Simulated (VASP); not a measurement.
# Ni3Ge (Pm-3m) in VASP: notebook

Ni3Ge is run at these levels: PBEsol; tasks: single point.

Everything below comes from runs of VASP 6.6.1. Logs are shortened: lines on timing, memory, paths and dates and some standing lists are left out, and cuts for length are marked.

## Step 1: The cell of the first run

The structure is cubic, space group Pm-3m (No. 221). The conventional cell has a = 3.530 Å, b = 3.530 Å, c = 3.530 Å, α = 90.00°, β = 90.00°, γ = 90.00°. Ni (site symmetry 4/mmm) has 8 Ni at 2.50 Å and 4 Ge at 2.50 Å within 3.3 Å. Within 3.3 Å of Ge (site symmetry m-3m) lie 12 Ni at 2.50 Å.

## Step 2: Single point, PBEsol, collinear spin, ferromagnetic start

INCAR reads:

```
SYSTEM = Ni3Ge
  PREC = Accurate
  ENCUT = 520
  EDIFF = 1E-6
  ISMEAR = 0
  SIGMA = 0.1
  LREAL = .False.
  LASPH = .True.
  NELM = 150
  ALGO = Normal
  ISIF = 2
  LWAVE = .False.
  LCHARG = .False.
  ISPIN = 2
  MAGMOM = 2 2 2 0
  LORBIT = 11
  LMAXMIX = 4
  GGA = PS
  NBANDS = 34
```

KPOINTS reads:

```
Automatic mesh
0
Gamma
  6 6 6
  0 0 0
```

POSCAR reads:

```
Ni3Ge
1.0
    3.5303341067      0.0000000000      0.0000000000
    0.0000000000      3.5303341067      0.0000000000
    0.0000000000      0.0000000000      3.5303341067
Ni Ge
3 1
Direct
    0.5000000000      0.0000000000      0.5000000000
    0.0000000000      0.5000000000      0.5000000000
    0.5000000000      0.5000000000      0.0000000000
    0.0000000000      0.0000000000      0.0000000000
```

Potentials or basis: VASP PAW PBE potentials, release 64 (Ni, Ge_d).

The run is started by

```sh
> cat potpaw_PBE.64/Ni/POTCAR potpaw_PBE.64/Ge_d/POTCAR > POTCAR
> mpirun -np 1 vasp_std > vasp.out
```

OUTCAR:

```text
SYSTEM = Ni3Ge
   PREC = Accurate
   ENCUT = 520
   EDIFF = 1E-6
   ISMEAR = 0
   LREAL = .False.
   LASPH = .True.
   NELM = 150
   ISIF = 2
   ISPIN = 2
   LORBIT = 11
   GGA = PS

 ion  position               nearest neighbor table
   1  0.500  0.000  0.500-   2 2.50   3 2.50   4 2.50   3 2.50   4 2.50   2 2.50   3 2.50   3 2.50
                             2 2.50   4 2.50   4 2.50   2 2.50
   2  0.000  0.500  0.500-   1 2.50   3 2.50   4 2.50   3 2.50   4 2.50   1 2.50   4 2.50   4 2.50
                             1 2.50   3 2.50   3 2.50   1 2.50
   3  0.500  0.500  0.000-   1 2.50   2 2.50   4 2.50   1 2.50   2 2.50   1 2.50   4 2.50   1 2.50
                             2 2.50   4 2.50   2 2.50   4 2.50
   4  0.000  0.000  0.000-   1 2.50   2 2.50   3 2.50   1 2.50   2 2.50   2 2.50   3 2.50   2 2.50
                             1 2.50   3 2.50   1 2.50   3 2.50

  LATTYP: Found a simple cubic cell.
 ALAT       =     3.5303341067

  Lattice vectors:

 A1 = (   3.5303341067,   0.0000000000,   0.0000000000)
 A2 = (   0.0000000000,   3.5303341067,   0.0000000000)
 A3 = (   0.0000000000,   0.0000000000,   3.5303341067)

Analysis of symmetry for initial positions (statically):
=====================================================================
 Subroutine PRICEL returns:
 Original cell was already a primitive cell.

 Routine SETGRP: Setting up the symmetry group for a
 simple cubic supercell.

 Subroutine GETGRP returns: Found 48 space group operations
 (whereof 48 operations were pure point group operations)
 out of a pool of 48 trial point group operations.

The static configuration has the point symmetry O_h .

Analysis of symmetry for dynamics (positions and initial velocities):
=====================================================================
 Subroutine PRICEL returns:
 Original cell was already a primitive cell.

 Routine SETGRP: Setting up the symmetry group for a
 simple cubic supercell.

 Subroutine GETGRP returns: Found 48 space group operations
 (whereof 48 operations were pure point group operations)
 out of a pool of 48 trial point group operations.

The dynamic configuration has the point symmetry O_h .

Analysis of structural, dynamic, and magnetic symmetry:
=====================================================================
 Subroutine PRICEL returns:
 Original cell was already a primitive cell.

 Routine SETGRP: Setting up the symmetry group for a
 simple cubic supercell.

 Subroutine GETGRP returns: Found 48 space group operations
 (whereof 48 operations were pure point group operations)
 out of a pool of 48 trial point group operations.

The overall configuration has the point symmetry O_h .

 Subroutine INISYM returns: Found 48 space group operations
 (whereof 48 operations are pure point group operations),
 and found     1 'primitive' translations

----------------------------------------------------------------------------------------

                                     Primitive cell

  volume of cell :      43.9995

  direct lattice vectors                    reciprocal lattice vectors
     3.530334107  0.000000000  0.000000000     0.283259309  0.000000000  0.000000000
     0.000000000  3.530334107  0.000000000     0.000000000  0.283259309  0.000000000
     0.000000000  0.000000000  3.530334107     0.000000000  0.000000000  0.283259309

  length of vectors
     3.530334107  3.530334107  3.530334107     0.283259309  0.283259309  0.283259309

  position of ions in fractional coordinates (direct lattice)
     0.500000000  0.000000000  0.500000000
     0.000000000  0.500000000  0.500000000
     0.500000000  0.500000000  0.000000000
     0.000000000  0.000000000  0.000000000

  ion indices of the primitive-cell ions
   primitive index   ion index
                 1           1
                 2           2
                 3           3
                 4           4

----------------------------------------------------------------------------------------

 KPOINTS: Automatic mesh

Automatic generation of k-mesh.
 Grid dimensions read from file:
 generate k-points for:    6    6    6

 Generating k-lattice:

  Cartesian coordinates                     Fractional coordinates (reciprocal lattice)
     0.047209885  0.000000000  0.000000000     0.166666667  0.000000000  0.000000000
     0.000000000  0.047209885  0.000000000     0.000000000  0.166666667  0.000000000
     0.000000000  0.000000000  0.047209885     0.000000000  0.000000000  0.166666667

  Length of vectors
     0.047209885  0.047209885  0.047209885

  Shift w.r.t. Gamma in fractional coordinates (k-lattice)
     0.000000000  0.000000000  0.000000000

 Subroutine IBZKPT returns following result:
 ===========================================

 Found     20 irreducible k-points:

 Following reciprocal coordinates:
            Coordinates               Weight
  0.000000  0.000000  0.000000      1.000000
  0.166667  0.000000  0.000000      6.000000
  0.333333  0.000000  0.000000      6.000000
  0.500000  0.000000  0.000000      3.000000
  0.166667  0.166667  0.000000     12.000000
  0.333333  0.166667  0.000000     24.000000
[... 12 lines left out ...]
  0.500000  0.500000  0.333333      6.000000
  0.500000  0.500000  0.500000      1.000000
   k-points           NKPTS =     20   k-points in BZ     NKDIM =     20   number of bands    NBANDS=     34
   number of dos      NEDOS =    301   number of ions     NIONS =      4
   total plane-waves  NPLWV =  21952
   dimension x,y,z NGX =    28 NGY =   28 NGZ =   28
   dimension x,y,z NGXF=    56 NGYF=   56 NGZF=   56
   ions per type =               3   1
   NGX,Y,Z   is equivalent  to a cutoff of  13.19, 13.19, 13.19 a.u.
   NGXF,Y,Z  is equivalent  to a cutoff of  26.37, 26.37, 26.37 a.u.
 SYSTEM =  Ni3Ge
   PREC   = accura    normal or accurate (medium, high low for compatibility)
   ISTART =      0    job   : 0-new  1-cont  2-samecut
   ICHARG =      2    charge: 1-file 2-atom 10-const
   ISPIN  =      2    spin polarized calculation?
   LNONCOLLINEAR =      F non collinear calculations
   LSORBIT =      F    spin-orbit coupling
   LASPH  =      T    aspherical Exc in radial PAW
   ENCUT  =  520.0 eV  38.22 Ry    6.18 a.u.   6.56  6.56  6.56*2*pi/ulx,y,z
   NELM   =    150;   NELMIN=  2; NELMDL= -5     # of ELM steps
   EDIFF  = 0.1E-05   stopping-criterion for ELM
   LREAL  =      F    real-space projection
   EDIFFG = 0.1E-04   stopping-criterion for IOM
   NSW    =      0    number of steps for IOM
   IBRION =     -1    ionic relax: 0-MD 1-quasi-New 2-CG
   NFREE  =      0    steps in history (QN), initial steepest desc. (CG)
   ISIF   =      2    stress and relaxation
   ISYM   =      2    0-nonsym 1-usesym 2-fastsym
   POTIM  = 0.5000    time-step for ionic-motion
   TEBEG  =    0.0;   TEEND  =   0.0 temperature during run
   PSTRESS=    0.0 pullay stress
   NELECT =      44.0000    total number of electrons
   NUPDOWN=      -1.0000    fix difference up-down
   EMIN   =  10.00;   EMAX   =-10.00  energy-range for DOS
   EFERMI =   0.00;   METHOD = LEGACY
   ISMEAR =     0;   SIGMA  =   0.10  broadening in eV -4-tet -1-fermi 0-gaus
   EFERMI_NEDOS =   21; number of points for ismear=-14 and -15
   IALGO  =     38    algorithm
   IMIX   =      4    mixing-type and parameters
     AMIX     =   0.40;   BMIX     =  1.00
     AMIX_MAG =   1.60;   BMIX_MAG =  1.00
  volume/ion in A,a.u.               =      11.00        74.23
  Fermi-wavevector in a.u.,A,eV,Ry     =   1.637105  3.093680 36.465156  2.680113
  Thomas-Fermi vector in A             =   2.728300
   LORBIT       =     11    0 simple, 1 ext, 2 COOP (PROOUT), +10 PAW based schemes
   GGA     = PS    functional components
   LHFCALC =     F    Hartree Fock is set to
   AEXX    =    0.0000 exact exchange contribution
   IVDW    =     0    specifies the selected vdW correction
   LEPSILON=     F    determine dielectric tensor
   LRPA    =     F    only Hartree local field effects (RPA)
 spin polarized calculation
 Gauss-broadening in eV      SIGMA  =   0.10
  energy-cutoff  :      520.00
  volume of cell :       44.00
 maximum number of plane-waves:      1213
 NGX is ok and might be reduce to    28
   NGX = 13   NGY = 13   NGZ = 13

 number of electron      43.9999972 magnetization      -0.0187467

 number of electron      43.9999972 magnetization       0.0010426

 Free energy of the ion-electron system (eV)
  ---------------------------------------------------
  ext. energy  EPLUGINS =         0.00000000
  ---------------------------------------------------
  free energy    TOTEN  =       -24.74406682 eV

  energy without entropy =      -24.73527576  energy(sigma->0) =      -24.73967129

 E-fermi :  10.2040     XC(G=0): -13.6497

 val. band max:       10.1768851805   @ k =   0.5000   0.5000   0.3333
 cond. band min:      10.2220289619   @ k =   0.0000   0.0000   0.0000
 fundamental gap:      0.0451437815
 Fermi energy:        10.2039783877

 spin component 1

 k-point     1 :       0.0000    0.0000    0.0000
  band No.  band energies     occupation
      1     -14.3864      1.00000
      2     -14.3864      1.00000
      3     -14.3717      1.00000
      4     -14.3717      1.00000
      5     -14.3717      1.00000
      6      -2.3615      1.00000
[... 729 lines left out ...]
     33      30.8867      0.00000
     34      30.8890      0.00000
 Fermi energy:        10.2039783877

 spin component 2

 k-point     1 :       0.0000    0.0000    0.0000
  band No.  band energies     occupation
      1     -14.3864      1.00000
      2     -14.3864      1.00000
      3     -14.3717      1.00000
      4     -14.3717      1.00000
      5     -14.3717      1.00000
      6      -2.3615      1.00000
[... 729 lines left out ...]
     33      30.8862      0.00000
     34      30.8893      0.00000

------------------------ aborting loop because EDIFF is reached ----------------------------------------

  FORCE on cell =-STRESS in cart. coord.  units (eV):
  Direction    XX          YY          ZZ          XY          YZ          ZX
  --------------------------------------------------------------------------------------
  -------------------------------------------------------------------------------------
  Total       -0.1548063     -0.1548063     -0.1548063     -0.0000000      0.0000000     -0.0000000
  in kB       -5.6370499     -5.6370499     -5.6370499     -0.0000000      0.0000000     -0.0000000
  external PRESSURE =      -5.6370499 kB  Pullay stress =       0.0000000 kB

 VOLUME and BASIS-vectors are now :
 -----------------------------------------------------------------------------
  energy-cutoff  :      520.00
  volume of cell :       44.00
      direct lattice vectors                 reciprocal lattice vectors
     3.530334107  0.000000000  0.000000000     0.283259309  0.000000000  0.000000000
     0.000000000  3.530334107  0.000000000     0.000000000  0.283259309  0.000000000
     0.000000000  0.000000000  3.530334107     0.000000000  0.000000000  0.283259309

 POSITION                                       TOTAL-FORCE (eV/Angst)
 -----------------------------------------------------------------------------------
      1.76517      0.00000      1.76517         0.000000      0.000000      0.000000
      0.00000      1.76517      1.76517         0.000000      0.000000      0.000000
      1.76517      1.76517      0.00000         0.000000      0.000000      0.000000
      0.00000      0.00000      0.00000         0.000000      0.000000      0.000000
 -----------------------------------------------------------------------------------
    total drift:                                0.000000      0.000000      0.000000

  FREE ENERGIE OF THE ION-ELECTRON SYSTEM (eV)
  ---------------------------------------------------
  free  energy   TOTEN  =       -24.7440668238 eV

  energy  without entropy=      -24.7352757637  energy(sigma->0) =      -24.73967129

 total charge

# of ion       s       p       d       tot
------------------------------------------
    1        0.477   0.547   8.431   9.455
    2        0.477   0.547   8.431   9.455
    3        0.477   0.547   8.431   9.455
    4        1.089   1.237  10.145  12.471
--------------------------------------------------
tot          2.519   2.877  35.439  40.836

 magnetization (x)

# of ion       s       p       d       tot
------------------------------------------
    1       -0.000  -0.000   0.000   0.000
    2       -0.000  -0.000   0.000   0.000
    3       -0.000  -0.000   0.000   0.000
    4       -0.000  -0.000  -0.000  -0.000
--------------------------------------------------
tot         -0.000  -0.000   0.001   0.001
```

It took 58 s on 1 thread of Intel Xeon Platinum 8259CL at 2.50GHz (Skylake/Cascade Lake), shared host; peak memory 0.19 GiB.

What came out:

* Free energy: -24.7441 eV
* Pressure: -0.6 GPa
* Band gap on the k mesh: zero (filled and empty bands overlap)
* Net moment: 0.00 μB per cell
* Valence electrons inside the program's atomic spheres: Ni 9.46; Ge 12.47

Caveat: the starting moments collapsed, and a magnetic state may lie lower; the PAW data sets were made with another functional, which shifts forces and pressure a little.

## Step 3: Single point, PBEsol

This run uses another cell than the first one, of 10.95 Å³/atom, 0.995 times its volume.

INCAR reads:

```
SYSTEM = Ni3Ge
PREC = Accurate
ENCUT = 520
EDIFF = 1E-6
ISMEAR = 0
SIGMA = 0.1
LREAL = .FALSE.
LASPH = .TRUE.
NELM = 80
ALGO = Normal
ISIF = 2
LWAVE = .FALSE.
LCHARG = .FALSE.
GGA = PS
NBANDS = 30
```

KPOINTS reads:

```
regular mesh
0
G
  12 12 12
  0 0 0
```

POSCAR reads:

```
Ni3Ge
1.0
    3.5249142746      0.0000000000      0.0000000000
    0.0000000000      3.5249142746      0.0000000000
    0.0000000000      0.0000000000      3.5249142746
Ni Ge
3 1
Direct
    0.5000000000      0.0000000000      0.5000000000
    0.0000000000      0.5000000000      0.5000000000
    0.5000000000      0.5000000000      0.0000000000
    0.0000000000      0.0000000000      0.0000000000
```

Potentials or basis: VASP PAW PBE potentials, release 64 (Ni, Ge_d).

The run is started by

```sh
> cat potpaw_PBE.64/Ni/POTCAR potpaw_PBE.64/Ge_d/POTCAR > POTCAR
> mpirun -np 1 vasp_std > vasp.out
```

Run time: 82 s. Hardware: 1 thread of Intel Xeon Platinum 8259CL at 2.50GHz (Skylake/Cascade Lake), shared host; peak memory 0.22 GiB.

The run converged. Its results:

```
Free energy            : -24.7449 eV
Pressure               : 0.4 GPa
Band gap on the k mesh : zero (band 22 reaches 10.29 eV, above the bottom of band 23 at 10.06 eV)
```

Levels at points of the mesh, in eV from the Fermi level:
```csv
k point,band 18,band 19,band 20,band 21,band 22,band 23,band 24,band 25,band 26,band 27
"(0.00, 0.00, 0.00)",-0.98,-0.59,-0.59,-0.29,0.03,0.03,0.03,4.01,6.92,6.92
"(0.50, 0.00, 0.00)",-1.31,-1.25,-1.15,-0.54,0.03,3.64,3.64,4.71,5.79,5.79
"(0.50, 0.50, 0.00)",-1.41,-1.21,-1.12,-0.95,-0.94,0.64,0.64,5.74,6.49,8.70
"(0.50, 0.50, 0.50)",-1.34,-1.17,-1.17,-0.54,-0.20,-0.20,-0.20,0.71,4.24,4.24
```

Caveat: the PAW data sets were made with another functional, which shifts forces and pressure a little. Spin polarisation is off, so any magnetic state and its effect on volume and gap are missing.

## Step 4: Single point, PBEsol

This run uses another cell than the first one, of 10.97 Å³/atom, 0.997 times its volume.

INCAR reads:

```
SYSTEM = Ni3Ge
  ALGO = Normal
  EDIFF = 1E-6
  ENCUT = 520
  GGA = PS
  ISIF = 2
  ISMEAR = -1
  LASPH = .TRUE.
  LCHARG = .FALSE.
  LREAL = .FALSE.
  LWAVE = .FALSE.
  NBANDS = 30
  NELM = 60
  PREC = Accurate
  SIGMA = 0.15
```

KPOINTS reads:

```
k-points
0
G
  12 12 12
  0 0 0
```

POSCAR reads:

```
Ni3Ge
1.0
    3.5269858263      0.0000000000      0.0000000000
    0.0000000000      3.5269858263      0.0000000000
    0.0000000000      0.0000000000      3.5269858263
Ni Ge
3 1
Direct
    0.5000000000      0.0000000000      0.5000000000
    0.0000000000      0.5000000000      0.5000000000
    0.5000000000      0.5000000000      0.0000000000
    0.0000000000      0.0000000000      0.0000000000
```

The run is started by

```sh
> cat potpaw_PBE.64/Ni/POTCAR potpaw_PBE.64/Ge_d/POTCAR > POTCAR
> mpirun -np 1 vasp_std > vasp.out
```

It took 81 s on 1 thread of Intel Xeon Platinum 8259CL at 2.50GHz (Skylake/Cascade Lake), shared host; peak memory 0.22 GiB.

The run converged. Its results:

| Item | Value |
| --- | --- |
| Free energy | -24.8175 eV |
| Pressure | 0.4 GPa |
| Band gap on the k mesh | zero (band 22 reaches 10.25 eV, above the bottom of band 23 at 10.02 eV) |

Levels at points of the mesh, in eV from the Fermi level:
```csv
k point,band 18,band 19,band 20,band 21,band 22,band 23,band 24,band 25,band 26,band 27
"(0.00, 0.00, 0.00)",-1.06,-0.69,-0.69,-0.39,-0.08,-0.08,-0.08,3.90,6.81,6.81
"(0.50, 0.00, 0.00)",-1.41,-1.36,-1.25,-0.64,-0.08,3.54,3.54,4.61,5.69,5.69
"(0.50, 0.50, 0.00)",-1.51,-1.31,-1.21,-1.05,-1.05,0.53,0.53,5.64,6.39,8.59
"(0.50, 0.50, 0.50)",-1.44,-1.27,-1.27,-0.63,-0.31,-0.31,-0.31,0.61,4.13,4.13
```

Caveat: the PAW data sets were made with another functional, which shifts forces and pressure a little.
